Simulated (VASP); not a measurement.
A run of VASP 6.6.1:

INCAR

```
ALGO = Normal
EDIFF = 1E-6
ENCUT = 520
GGA = PE
ISIF = 2
ISMEAR = 0
LASPH = True
LCHARG = False
LREAL = False
LWAVE = False
NBANDS = 14
NELM = 100
PREC = Accurate
SIGMA = 0.05
```

File KPOINTS:

```
k-points
0
Gamma
  8 8 8
```

The input POSCAR:

```
NaCl
1.0
    0.0000000000      2.9450200000      2.9450200000
    2.9450200000      0.0000000000      2.9450200000
    2.9450200000      2.9450200000      0.0000000000
Na Cl
1 1
Direct
    0.0000000000      0.0000000000      0.0000000000
    0.5000000000      0.5000000000      0.5000000000
```

Potentials or basis: VASP PAW PBE potentials, release 64 (Na_pv, Cl).

Run with:

```sh
$ cat potpaw_PBE.64/Na_pv/POTCAR potpaw_PBE.64/Cl/POTCAR > POTCAR
$ mpirun -np 1 vasp_std > vasp.out
```

Hardware: 1 thread of Intel Xeon 8259CL (shared host).

Estimate the wall time of this run.

Wall time 17 s on 1 thread of Intel Xeon 8259CL (shared host), peak memory 0.17 GiB. Counts: scf iterations 12, k points 29.
